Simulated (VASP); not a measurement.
# In2O3 (R-3c) in VASP: a series of runs

The runs below take In2O3 through single point, with PBE.

Program: VASP 6.6.1. These are calculated values, not measurements. Logs are shortened: lines on timing, memory, paths and dates and some standing lists are left out, and cuts for length are marked.

## Step 1: The cell of the first run

Symmetry: R-3c, No. 167, trigonal system. The conventional cell has a = 5.375 Å, b = 5.375 Å, c = 14.214 Å, α = 90.00°, β = 90.00°, γ = 120.00°. Within 2.7 Å of In (site symmetry 3) lie 6 O at 2.07 to 2.21 Å. O (site symmetry 2) has 4 In at 2.07 to 2.21 Å and 4 O at 2.74 to 2.87 Å within 2.9 Å.

## Step 2: Single point, PBE (11.85 Å³/atom)

File INCAR:

```
PREC     = Accurate       # precision mode
ENCUT    = 520            # plane-wave cutoff, eV
EDIFF    = 1E-6           # SCF threshold, eV
ISMEAR   = -1             # smearing method
SIGMA    = 0.02           # smearing width, eV
LREAL    = False          # projectors in reciprocal space
LASPH    = True           # aspherical terms in the spheres
NELM     = 60             # most SCF steps
ALGO     = Normal         # electronic algorithm
ISIF     = 2              # what is computed and relaxed
LWAVE    = False          # write WAVECAR
LCHARG   = True           # write CHGCAR
GGA      = PE             # functional
LELF     = True           # ELF
LVHAR    = True         
NBANDS   = 55             # bands
```

File KPOINTS:

```
Automatic mesh
0
Gamma
  7 7 7
```

File POSCAR:

```
In2O3
1.0
    2.6874944892      1.5516256668      4.7379314792
   -2.6874944892      1.5516256668      4.7379314792
    0.0000000000     -3.1032513336      4.7379314792
In O
4 6
Direct
    0.3587774927      0.3587774927      0.3587774927
    0.1412225073      0.1412225073      0.1412225073
    0.6412225073      0.6412225073      0.6412225073
    0.8587774927      0.8587774927      0.8587774927
    0.5446259678      0.9553740322      0.2500000000
    0.2500000000      0.5446259678      0.9553740322
    0.9553740322      0.2500000000      0.5446259678
    0.4553740322      0.0446259678      0.7500000000
    0.7500000000      0.4553740322      0.0446259678
    0.0446259678      0.7500000000      0.4553740322
```

Potentials or basis: VASP PAW PBE potentials, release 64 (In_d, O).

Launch:

```sh
cat potpaw_PBE.64/In_d/POTCAR potpaw_PBE.64/O/POTCAR > POTCAR
mpirun -np 1 vasp_std > vasp.out
```

OUTCAR:

```text
PREC = Accurate
   ENCUT = 520
   EDIFF = 1E-6
   ISMEAR = -1
   LREAL = False
   LASPH = True
   NELM = 60
   ISIF = 2
   GGA = PE

 ion  position               nearest neighbor table
   1  0.359  0.359  0.359-  10 2.07   8 2.07   9 2.07   5 2.21   7 2.21   6 2.21   2 3.09   3 3.19
                             3 3.19   3 3.19   2 3.51   2 3.51   2 3.51   4 3.90   4 3.90   4 3.90
   2  0.141  0.141  0.141-   9 2.07   8 2.07  10 2.07   5 2.21   7 2.21   6 2.21   1 3.09   4 3.19
                             4 3.19   4 3.19   1 3.51   1 3.51   1 3.51   3 3.90   3 3.90   3 3.90
   3  0.641  0.641  0.641-   7 2.07   5 2.07   6 2.07   8 2.21   9 2.21  10 2.21   4 3.09   1 3.19
                             1 3.19   1 3.19   4 3.51   4 3.51   4 3.51   2 3.90   2 3.90   2 3.90
   4  0.859  0.859  0.859-   6 2.07   5 2.07   7 2.07   8 2.21   9 2.21  10 2.21   3 3.09   2 3.19
                             2 3.19   2 3.19   3 3.51   3 3.51   3 3.51   1 3.90   1 3.90   1 3.90
   5  0.545  0.955  0.250-   3 2.07   4 2.07   1 2.21   2 2.21
   6  0.250  0.545  0.955-   4 2.07   3 2.07   1 2.21   2 2.21
   7  0.955  0.250  0.545-   3 2.07   4 2.07   1 2.21   2 2.21
   8  0.455  0.045  0.750-   1 2.07   2 2.07   3 2.21   4 2.21
   9  0.750  0.455  0.045-   2 2.07   1 2.07   3 2.21   4 2.21
  10  0.045  0.750  0.455-   1 2.07   2 2.07   3 2.21   4 2.21

  LATTYP: Found a trigonal (rhomboedric) cell.
 ALAT       =     5.6637587820
 COS(alpha) =     0.5496857780

  Lattice vectors:

 A1 = (   2.6874944892,   1.5516256668,   4.7379314792)
 A2 = (  -2.6874944892,   1.5516256668,   4.7379314792)
 A3 = (   0.0000000000,  -3.1032513336,   4.7379314792)

Analysis of symmetry for initial positions (statically):
=====================================================================
 Subroutine PRICEL returns:
 Original cell was already a primitive cell.

 Routine SETGRP: Setting up the symmetry group for a
 trigonal (rhombohedral) supercell.

 Subroutine GETGRP returns: Found 12 space group operations
 (whereof  6 operations were pure point group operations)
 out of a pool of 12 trial point group operations.

The static configuration has the point symmetry S_6 .
 The point group associated with its full space group is D_3d.

Analysis of symmetry for dynamics (positions and initial velocities):
=====================================================================
 Subroutine PRICEL returns:
 Original cell was already a primitive cell.

 Routine SETGRP: Setting up the symmetry group for a
 trigonal (rhombohedral) supercell.

 Subroutine GETGRP returns: Found 12 space group operations
 (whereof  6 operations were pure point group operations)
 out of a pool of 12 trial point group operations.

The dynamic configuration has the point symmetry S_6 .
 The point group associated with its full space group is D_3d.

 Subroutine INISYM returns: Found 12 space group operations
 (whereof  6 operations are pure point group operations),
 and found     1 'primitive' translations

----------------------------------------------------------------------------------------

                                     Primitive cell

  volume of cell :     118.5426

  direct lattice vectors                    reciprocal lattice vectors
     2.687494489  1.551625667  4.737931479     0.186046893  0.107414224  0.070354190
    -2.687494489  1.551625667  4.737931479    -0.186046893  0.107414224  0.070354190
     0.000000000 -3.103251334  4.737931479     0.000000000 -0.214828448  0.070354190

  length of vectors
     5.663758782  5.663758782  5.663758782     0.226055246  0.226055246  0.226055246

  position of ions in fractional coordinates (direct lattice)
     0.358777493  0.358777493  0.358777493
     0.141222507  0.141222507  0.141222507
     0.641222507  0.641222507  0.641222507
     0.858777493  0.858777493  0.858777493
     0.544625968  0.955374032  0.250000000
     0.250000000  0.544625968  0.955374032
     0.955374032  0.250000000  0.544625968
     0.455374032  0.044625968  0.750000000
     0.750000000  0.455374032  0.044625968
     0.044625968  0.750000000  0.455374032

  ion indices of the primitive-cell ions
   primitive index   ion index
                 1           1
                 2           2
                 3           3
                 4           4
                 5           5
                 6           6
                 7           7
                 8           8
                 9           9
                10          10

----------------------------------------------------------------------------------------

 KPOINTS: Automatic mesh

Automatic generation of k-mesh.
 Grid dimensions read from file:
 generate k-points for:    7    7    7

 Generating k-lattice:

  Cartesian coordinates                     Fractional coordinates (reciprocal lattice)
     0.026578128  0.015344889  0.010050599     0.142857143 -0.000000000  0.000000000
    -0.026578128  0.015344889  0.010050599    -0.000000000  0.142857143  0.000000000
     0.000000000 -0.030689778  0.010050599     0.000000000  0.000000000  0.142857143

  Length of vectors
     0.032293607  0.032293607  0.032293607

  Shift w.r.t. Gamma in fractional coordinates (k-lattice)
     0.000000000  0.000000000  0.000000000

 Subroutine IBZKPT returns following result:
 ===========================================

 Found     44 irreducible k-points:

 Following reciprocal coordinates:
            Coordinates               Weight
  0.000000  0.000000  0.000000      1.000000
  0.142857  0.000000  0.000000      6.000000
  0.285714 -0.000000 -0.000000      6.000000
  0.428571  0.000000 -0.000000      6.000000
  0.142857  0.142857  0.000000      6.000000
  0.285714  0.142857  0.000000     12.000000
[... 16 lines left out ...]
  0.285714  0.285714  0.142857      6.000000
  0.428571  0.285714  0.142857     12.000000
 [... further k-points ...]
   k-points           NKPTS =     44   k-points in BZ     NKDIM =     44   number of bands    NBANDS=     55
   number of dos      NEDOS =    301   number of ions     NIONS =     10
   total plane-waves  NPLWV =  74088
   dimension x,y,z NGX =    42 NGY =   42 NGZ =   42
   dimension x,y,z NGXF=    84 NGYF=   84 NGZF=   84
   ions per type =               4   6
   NGX,Y,Z   is equivalent  to a cutoff of  12.33, 12.33, 12.33 a.u.
   NGXF,Y,Z  is equivalent  to a cutoff of  24.66, 24.66, 24.66 a.u.
 SYSTEM =  unknown system
   PREC   = accura    normal or accurate (medium, high low for compatibility)
   ISTART =      0    job   : 0-new  1-cont  2-samecut
   ICHARG =      2    charge: 1-file 2-atom 10-const
   ISPIN  =      1    spin polarized calculation?
   LNONCOLLINEAR =      F non collinear calculations
   LSORBIT =      F    spin-orbit coupling
   LASPH  =      T    aspherical Exc in radial PAW
   ENCUT  =  520.0 eV  38.22 Ry    6.18 a.u.  10.53 10.53 10.53*2*pi/ulx,y,z
   NELM   =     60;   NELMIN=  2; NELMDL= -5     # of ELM steps
   EDIFF  = 0.1E-05   stopping-criterion for ELM
   LREAL  =      F    real-space projection
   EDIFFG = 0.1E-04   stopping-criterion for IOM
   NSW    =      0    number of steps for IOM
   IBRION =     -1    ionic relax: 0-MD 1-quasi-New 2-CG
   NFREE  =      0    steps in history (QN), initial steepest desc. (CG)
   ISIF   =      2    stress and relaxation
   ISYM   =      2    0-nonsym 1-usesym 2-fastsym
   POTIM  = 0.5000    time-step for ionic-motion
   TEBEG  =    0.0;   TEEND  =   0.0 temperature during run
   PSTRESS=    0.0 pullay stress
   NELECT =      88.0000    total number of electrons
   NUPDOWN=      -1.0000    fix difference up-down
   EMIN   =  10.00;   EMAX   =-10.00  energy-range for DOS
   EFERMI =   0.00;   METHOD = LEGACY
   ISMEAR =    -1;   SIGMA  =   0.02  broadening in eV -4-tet -1-fermi 0-gaus
   EFERMI_NEDOS =   21; number of points for ismear=-14 and -15
   IALGO  =     38    algorithm
   IMIX   =      4    mixing-type and parameters
     AMIX     =   0.40;   BMIX     =  1.00
     AMIX_MAG =   1.60;   BMIX_MAG =  1.00
  volume/ion in A,a.u.               =      11.85        80.00
  Fermi-wavevector in a.u.,A,eV,Ry     =   1.482328  2.801193 29.896016  2.197295
  Thomas-Fermi vector in A             =   2.596127
   LORBIT       =      0    0 simple, 1 ext, 2 COOP (PROOUT), +10 PAW based schemes
   GGA     = PE    functional components
   LHFCALC =     F    Hartree Fock is set to
   AEXX    =    0.0000 exact exchange contribution
   IVDW    =     0    specifies the selected vdW correction
   LEPSILON=     F    determine dielectric tensor
   LRPA    =     F    only Hartree local field effects (RPA)
 non-spin polarized calculation
  energy-cutoff  :      520.00
  volume of cell :      118.54
 maximum number of plane-waves:      3221
 NGX is ok and might be reduce to    42
   NGX = 21   NGY = 21   NGZ = 21

 number of electron      87.9999982 magnetization

 Free energy of the ion-electron system (eV)
  ---------------------------------------------------
  ext. energy  EPLUGINS =         0.00000000
  ---------------------------------------------------
  free energy    TOTEN  =       -54.55894843 eV

  energy without entropy =      -54.55894843  energy(sigma->0) =      -54.55894843

 E-fermi :   6.8699     XC(G=0): -11.5754

 val. band max:        6.4445231479   @ k =   0.0000   0.0000   0.0000
 cond. band min:       8.1056320480   @ k =   0.0000   0.0000   0.0000
 fundamental gap:      1.6611089001
 Fermi energy:         6.8699436979

 k-point     1 :       0.0000    0.0000    0.0000
  band No.  band energies     occupation
      1     -11.6713      2.00000
      2     -10.6417      2.00000
      3     -10.6417      2.00000
      4     -10.4023      2.00000
      5     -10.4023      2.00000
      6     -10.3272      2.00000
[... 47 lines left out ...]
     54      16.6427      0.00000
     55      17.3946      0.00000

 k-point     2 :       0.1429    0.0000    0.0000
  band No.  band energies     occupation
      1     -11.6072      2.00000
      2     -10.6345      2.00000
      3     -10.6296      2.00000
      4     -10.4667      2.00000
      5     -10.4156      2.00000
      6     -10.3413      2.00000
[... 1268 lines left out ...]
 k-point    24 :       0.4286    0.2857    0.1429
  band No.  band energies     occupation
      1     -11.3224      2.00000
      2     -10.7530      2.00000
      3     -10.5947      2.00000
      4     -10.5455      2.00000
      5     -10.5099      2.00000
      6     -10.3878      2.00000
[... 47 lines left out ...]
     54      17.3467      0.00000
     55      17.7813      0.00000

 [... further k-points ...]
[... 5 lines left out ...]
  --------------------------------------------------------------------------------------
  -------------------------------------------------------------------------------------
  Total       17.8513744     17.8513744     14.2242389      0.0000000      0.0000000      0.0000000
  in kB      241.2724180    241.2724180    192.2494280      0.0000000      0.0000000      0.0000000
  external PRESSURE =     224.9314214 kB  Pullay stress =       0.0000000 kB

 VOLUME and BASIS-vectors are now :
 -----------------------------------------------------------------------------
  energy-cutoff  :      520.00
  volume of cell :      118.54
      direct lattice vectors                 reciprocal lattice vectors
     2.687494489  1.551625667  4.737931479     0.186046893  0.107414224  0.070354190
    -2.687494489  1.551625667  4.737931479    -0.186046893  0.107414224  0.070354190
     0.000000000 -3.103251334  4.737931479     0.000000000 -0.214828448  0.070354190

 POSITION                                       TOTAL-FORCE (eV/Angst)
 -----------------------------------------------------------------------------------
      0.00000      0.00000      5.09959         0.000000      0.000000     -0.012045
      0.00000      0.00000      2.00731         0.000000      0.000000      0.012045
      0.00000      0.00000      9.11420         0.000000      0.000000      0.012045
      0.00000      0.00000     12.20649         0.000000     -0.000000     -0.012045
     -1.10388      1.55163      8.29138        -0.015467     -0.000000     -0.000000
     -0.79181     -1.73180      8.29138         0.007733     -0.013394     -0.000000
      1.89569      0.18018      8.29138         0.007733      0.013394     -0.000000
      1.10388     -1.55163      5.92241         0.015467      0.000000      0.000000
      0.79181      1.73180      5.92241        -0.007733      0.013394     -0.000000
     -1.89569     -0.18018      5.92241        -0.007733     -0.013394     -0.000000
 -----------------------------------------------------------------------------------
    total drift:                                0.000000     -0.000000      0.000000

  FREE ENERGIE OF THE ION-ELECTRON SYSTEM (eV)
  ---------------------------------------------------
  free  energy   TOTEN  =       -54.5589484296 eV

  energy  without entropy=      -54.5589484296  energy(sigma->0) =      -54.55894843
```

Wall time 11 min (1 thread of Intel Xeon 8259CL, shared host); peak memory 0.38 GiB.

Results:

- Free energy: -54.5589 eV
- Pressure: 22.5 GPa
- Largest force: 0.015 eV/Å
- Band gap on the k mesh: 1.66 eV

Forces in eV/Å, atoms in the order of the input:
```
In   0.000  0.000 -0.012
In   0.000  0.000  0.012
In   0.000  0.000  0.012
In   0.000  0.000 -0.012
O   -0.015  0.000  0.000
O    0.008 -0.013  0.000
O    0.008  0.013  0.000
O    0.015  0.000  0.000
O   -0.008  0.013  0.000
O   -0.008 -0.013  0.000
```

Levels at points of the mesh, in eV from the valence-band top:
| k point | band 40 | band 41 | band 42 | band 43 | band 44 | band 45 | band 46 | band 47 | band 48 | band 49 |
| --- | --- | --- | --- | --- | --- | --- | --- | --- | --- | --- |
| (0.00, 0.00, 0.00) | -0.48 | -0.33 | -0.33 | 0.00 | 0.00 | 1.66 | 5.75 | 6.83 | 7.64 | 9.74 |

Caveat: the cell stands under pressure; spin-orbit coupling is left out, which moves the levels of the heavy elements.

## Step 3: Single point, PBE (12.11 Å³/atom)

This run uses another cell than the first one, of 12.11 Å³/atom.

File INCAR:

```
SYSTEM = In2O3
PREC = Accurate
ENCUT = 520
EDIFF = 1E-6
ISMEAR = -1
SIGMA = 0.02
LREAL = .False.
LASPH = .True.
NELM = 60
ALGO = Normal
ISIF = 2
LWAVE = .False.
LCHARG = .False.
GGA = PE
NBANDS = 55
```

File KPOINTS:

```
Automatic mesh
0
Gamma
  7 7 7
  0 0 0
```

File POSCAR:

```
In2O3
1.0
    2.7064211304      1.5625529682      4.7712982932
   -2.7064211304      1.5625529682      4.7712982932
    0.0000000000     -3.1251059363      4.7712982932
In O
4 6
Direct
    0.3584413702      0.3584413702      0.3584413702
    0.1415586298      0.1415586298      0.1415586298
    0.6415586298      0.6415586298      0.6415586298
    0.8584413702      0.8584413702      0.8584413702
    0.5450966248      0.9549033752      0.2500000000
    0.2500000000      0.5450966248      0.9549033752
    0.9549033752      0.2500000000      0.5450966248
    0.4549033752      0.0450966248      0.7500000000
    0.7500000000      0.4549033752      0.0450966248
    0.0450966248      0.7500000000      0.4549033752
```

Potentials or basis: VASP PAW PBE potentials, release 64 (In_d, O).

Launch:

```sh
cat potpaw_PBE.64/In_d/POTCAR potpaw_PBE.64/O/POTCAR > POTCAR
mpirun -np 1 vasp_std > vasp.out
```

Run time: 11 min. Hardware: 1 thread of Intel Xeon 8259CL, shared host; peak memory 0.38 GiB.

It converged, with:

```
Free energy            : -54.8764 eV
Pressure               : 17.5 GPa
Largest force          : 0.012 eV/Å
Band gap on the k mesh : 1.54 eV
```

Forces on the atoms (eV/Å):
```
In   0.000  0.000 -0.010
In   0.000  0.000  0.010
In   0.000  0.000  0.010
In   0.000  0.000 -0.010
O   -0.012  0.000  0.000
O    0.006 -0.011  0.000
O    0.006  0.011  0.000
O    0.012  0.000  0.000
O   -0.006  0.011  0.000
O   -0.006 -0.011  0.000
```

Stress tensor (GPa, compression positive):
```
18.70  0.00  0.00
 0.00 18.70  0.00
 0.00  0.00 14.98
```

Levels at points of the mesh, in eV from the valence-band top:
| k point | band 40 | band 41 | band 42 | band 43 | band 44 | band 45 | band 46 | band 47 | band 48 | band 49 |
| --- | --- | --- | --- | --- | --- | --- | --- | --- | --- | --- |
| (0.00, 0.00, 0.00) | -0.44 | -0.30 | -0.30 | 0.00 | 0.00 | 1.54 | 5.69 | 6.65 | 7.54 | 9.59 |

Caveat: the cell stands under pressure; spin-orbit coupling is left out, which moves the levels of the heavy elements.
